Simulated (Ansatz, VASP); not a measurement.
# One calculation of AlCu3N4, two programs

```xyz
8
Lattice="4.0941 0.0000 0.0000 0.0000 4.0941 0.0000 0.0000 0.0000 4.1970" Properties=species:S:1:pos:R:3 pbc="T T T"
Al    2.0470    2.0470    1.8769
Cu    2.0470    0.0000    3.9752
Cu    0.0000    2.0470    3.9752
Cu    0.0000    0.0000    1.8783
N     2.0470    2.0470   -0.2216
N     2.0470    0.0000    1.8774
N     0.0000    2.0470    1.8774
N     0.0000    0.0000   -0.2207
```

Alike in both runs: functional PBE; k mesh 3 × 3 × 2; occupations gaussian, width 0.15 eV; collinear spin.

Ansatz relaxed the structure, and its values are those at the end. VASP's run is a single point on that final structure, the one shown.

```csv
,VASP,Ansatz
version,VASP 6.6.1,Ansatz 0.2.0
potentials or method,"VASP PAW PBE potentials, release 64 (Al, Cu, N), cutoff 520 eV","scalar-relativistic, plane waves, PAW"
valence electrons in the cell,56,80
```

VASP gave:

- gap on the k mesh at the Fermi level (eV): none
- pressure (GPa): 0.2
- net moment per atom (μB): 0.00

What did Ansatz give for the same quantities?

gap on the k mesh at the Fermi level (eV): none; pressure (GPa): -0.1; net moment per atom (μB): 0.00.

A gap of «none» marks a metal or a gap that the smearing closes. VASP's potentials hold 56 valence electrons a cell and Ansatz's 80, so a difference there can come from the potentials and not from the codes. Ansatz's warnings: seeded moment not kept.

The k mesh is coarse, so the values compare programs but aren't converged.
